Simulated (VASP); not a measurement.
Zr3HC2, 6 atoms in the cell. The structure is trigonal, space group P-3m1 (No. 164). Conventional cell: a = 3.360 Å, b = 3.360 Å, c = 8.024 Å, α = 90.00°, β = 90.00°, γ = 120.00°. Zr (site symmetry -3m) has 6 C at 2.40 Å and 12 Zr at 3.23 to 3.36 Å within 3.4 Å. Within 3.0 Å of Zr (site symmetry 3m) lie 3 C at 2.27 Å and 3 H at 2.41 Å. Within 3.4 Å of H (site symmetry -3m) lie 6 Zr at 2.41 Å and 6 C at 3.25 Å and 6 H at 3.36 Å. C (site symmetry 3m) has 6 Zr at 2.27 to 2.40 Å within 3.0 Å. 

* Program: VASP 6.6.1
* Task: single point
* Functional: PBEsol
* Potentials or basis: VASP PAW PBE potentials, release 64 (Zr_sv, H, C)
* Cutoff: 520 eV
* k mesh: 8 × 8 × 3
* Occupations: gaussian, width 0.1 eV
* Spin: no spin polarisation
* Dipole correction: no
* Further INCAR settings: ALGO = Normal; EDIFF = 1e-07; NBANDS = 32

Potentials or basis: VASP PAW PBE potentials, release 64 (Zr_sv, H, C).

Launch:

```console
$ cat potpaw_PBE.64/Zr_sv/POTCAR potpaw_PBE.64/H/POTCAR potpaw_PBE.64/C/POTCAR > POTCAR
$ mpirun -np 1 vasp_std > vasp.out
```

Hardware: 1 thread of Intel(R) Xeon(R) Platinum 8559C (Emerald Rapids), with other jobs on the host.

Task: How long does it take, and how much memory?

Result: Wall time 60 s on 1 thread of Intel(R) Xeon(R) Platinum 8559C (Emerald Rapids) (shared host), peak memory 0.22 GiB. Counts: scf iterations 16, k points 25.
